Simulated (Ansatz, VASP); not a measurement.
## Sr in VASP and in Ansatz

```
Sr
1.0
    -2.41471    2.41471    2.41471
     2.41471   -2.41471    2.41471
     2.41471    2.41471   -2.41471
Sr
1
Direct
  0.00000 0.00000 0.00000
```

Alike in both runs: task relaxation of cell and atoms; functional r2SCAN; k mesh 9 × 9 × 9; occupations fermi-dirac, width 0.1 eV; no spin polarisation.

```csv
,VASP,Ansatz
version,VASP 6.6.1,Ansatz 0.2.0
potentials or method,"VASP PAW PBE potentials, release 64 (Sr_sv), cutoff 600 eV","plane waves (500 eV) with PAW, scalar-relativistic"
valence electrons in the cell,10,10
```

|  | VASP | Ansatz | Ansatz less VASP |
| --- | --- | --- | --- |
| relaxed volume (Å³/atom) | 56.32 | 56.32 | 0.000 |
| relaxed length of the cell vector where the two differ most in proportion (Å) | 4.182 | 4.182 | 0.0000 |

VASP's potentials were made for PBE, not for r2SCAN.

Noted on VASP's run: the relaxation stopped at its first step, so nothing moved.
